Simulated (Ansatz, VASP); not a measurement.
Al in VASP and in Ansatz

Contents of INCAR:

```
SYSTEM = Al
PREC = Accurate
ENCUT = 520
EDIFF = 1E-6
ISMEAR = 0
SIGMA = 0.1
LREAL = .False.
LASPH = .True.
NELM = 80
ALGO = Fast
ISIF = 2
LWAVE = .False.
LCHARG = .False.
LDIPOL = .True.
IDIPOL = 3
DIPOL = 0.5 0.5 0.500
GGA = CA
NBANDS = 26
```

Contents of KPOINTS:

```
Automatic mesh
0
Gamma
  12 9 1
  0 0 0
```

The input POSCAR:

```
Al
1.0
    2.8168441069      0.0000000000      0.0000000000
    0.0000000000      3.9836191391      0.0000000000
    0.0000000000      0.0000000000     27.6757984811
Al
10
Direct
    0.5000000000      0.5000000000      0.2709948913
    0.0000000000      0.0000000000      0.3218849154
    0.5000000000      0.5000000000      0.3727749396
    0.0000000000      0.0000000000      0.4236649638
    0.5000000000      0.5000000000      0.4745549879
    0.0000000000      0.0000000000      0.5254450121
    0.5000000000      0.5000000000      0.5763350362
    0.0000000000      0.0000000000      0.6272250604
    0.5000000000      0.5000000000      0.6781150846
    0.0000000000      0.0000000000      0.7290051087
```

Input for Ansatz:

```yaml
crystal:
  lattice:
    - [2.8168441069, 0.0, 0.0]
    - [0.0, 3.9836191391, 0.0]
    - [0.0, 0.0, 27.6757984811]
  atoms:
    - { symbol: Al, position: [0.5, 0.5, 0.2709948913] }
    - { symbol: Al, position: [0.0, 0.0, 0.3218849154] }
    - { symbol: Al, position: [0.5, 0.5, 0.3727749396] }
    - { symbol: Al, position: [0.0, 0.0, 0.4236649638] }
    - { symbol: Al, position: [0.5, 0.5, 0.4745549879] }
    - { symbol: Al, position: [0.0, 0.0, 0.5254450121] }
    - { symbol: Al, position: [0.5, 0.5, 0.5763350362] }
    - { symbol: Al, position: [0.0, 0.0, 0.6272250604] }
    - { symbol: Al, position: [0.5, 0.5, 0.6781150846] }
    - { symbol: Al, position: [0.0, 0.0, 0.7290051087] }
basis:
  ecutwfc: 420
kpoints:
  mp_grid: { grid: [12, 9, 1] }
hamiltonian:
  xc: lda
scf:
  occupations: { method: gaussian, width: 0.1 }
output:
  forces: true
  stress: true
  eigenvalues: true
  write_density: true
  write_potential: true
  elf: true
  volumetric_format: npy
efield:
  axis: 3
  dipole_correction: true
```

Alike in both runs: task single point; functional LDA; k mesh 12 × 9 × 1; occupations gaussian, width 0.1 eV; no spin polarisation.

|  | VASP | Ansatz |
| --- | --- | --- |
| version | VASP 6.6.1 | Ansatz 0.2.0 |
| potentials or method | VASP PAW LDA potentials, release 64 (Al), cutoff 520 eV | scalar-relativistic, plane waves, PAW |
| valence electrons in the cell | 30 | 30 |

|  | VASP | Ansatz | Ansatz less VASP |
| --- | --- | --- | --- |
| gap on the k mesh at the Fermi level (eV) | none | none | - |
| rms of the force components (eV/Å) | 0.083 | 0.083 | +0.0002 |

LDA's correlation is that of Perdew and Zunger in VASP and of Perdew and Wang (1992) in Ansatz. Atom by atom the forces differ by 0.001 eV/Å (rms over components). A gap of «none» marks a metal or a gap that the smearing closes. Ansatz's warnings: xc potential rough in thin density.
